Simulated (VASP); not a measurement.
Set up this calculation in VASP 6.6.1, as the native input.

- Task: G0W0 quasiparticle levels
- Functional: PBE
- Potentials or basis: VASP PAW PBE potentials, release 64 (Mg_GW, O_GW)
- Cutoff: 500 eV
- k mesh: 2 × 2 × 2
- Occupations: gaussian, width 0.01 eV
- Spin: no spin polarisation
- Dipole correction: no
- GW scheme: G0W0
- GW iterations: 1
- Cutoff of the response function: 200
- Frequency points: 48
- Empty bands: 1408
- Further INCAR settings: ALGO = EVGW0; EDIFF = 1e-08; NBANDS = 1412

The system is MgO.

```
Mg O
1.0
     0.00000    2.10550    2.10550
     2.10550    0.00000    2.10550
     2.10550    2.10550    0.00000
Mg O
1 1
Direct
  0.00000 0.00000 0.00000
  0.50000 0.50000 0.50000
```

One way to write it, as run:

POSCAR

```
MgO
1.0
    0.0000000000      2.1055000000      2.1055000000
    2.1055000000      0.0000000000      2.1055000000
    2.1055000000      2.1055000000      0.0000000000
Mg O
1 1
Direct
    0.0000000000      0.0000000000      0.0000000000
    0.5000000000      0.5000000000      0.5000000000
```

INCAR.step1

```
ALGO = Normal
EDIFF = 1E-8
ENCUT = 500
GGA = PE
ISMEAR = 0
LASPH = T
LCHARG = F
LREAL = F
LWAVE = T
NELM = 100
PREC = Accurate
SIGMA = 0.01
```

INCAR.step2

```
ALGO = Exact
EDIFF = 1E-8
ENCUT = 500
GGA = PE
ISMEAR = 0
ISTART = 1
LASPH = T
LCHARG = F
LOPTICS = T
LREAL = F
LWAVE = T
NBANDS = 1412
NELM = 1
PREC = Accurate
SIGMA = 0.01
```

INCAR.step3

```
ALGO = EVGW0
EDIFF = 1E-8
ENCUT = 500
ENCUTGW = 200
GGA = PE
ISMEAR = 0
ISTART = 1
LASPH = T
LCHARG = F
LREAL = F
LWAVE = F
NBANDS = 1412
NBANDSGW = 12
NELMGW = 1
NOMEGA = 48
PREC = Accurate
PRECFOCK = Fast
SIGMA = 0.01
```

KPOINTS

```
k-points
0
Gamma
  2 2 2
```

Potentials or basis: VASP PAW PBE potentials, release 64 (Mg_GW, O_GW).

Command:

```console
$ cat potpaw_PBE.64/Mg_GW/POTCAR potpaw_PBE.64/O_GW/POTCAR > POTCAR
$ cp INCAR.step1 INCAR
$ mpirun -np 1 vasp_std > vasp.out
$ cp INCAR.step2 INCAR
$ mpirun -np 1 vasp_std > vasp.out
$ cp INCAR.step3 INCAR
$ mpirun -np 1 vasp_std > vasp.out
```

It gave:

```yaml
Quasiparticle_gap: 6.66 eV
Least_direct_quasiparticle_gap: 6.66 eV
Band_gap_of_the_starting_levels_on_the_mesh: 4.48 eV
Least_direct_gap_of_the_starting_levels_on_the_mesh: 4.48 eV
```

Caveat: the k points lie up to 1.29 Å⁻¹ apart, too coarse for converged energies, forces and pressures; bands, screening cutoff and mesh are small and nothing is extrapolated, so the quasiparticle values aren't converged.

Run time: 21 s on 1 thread of AMD EPYC 9R45 (Zen 5) (shared host), peak memory 0.4 GiB.
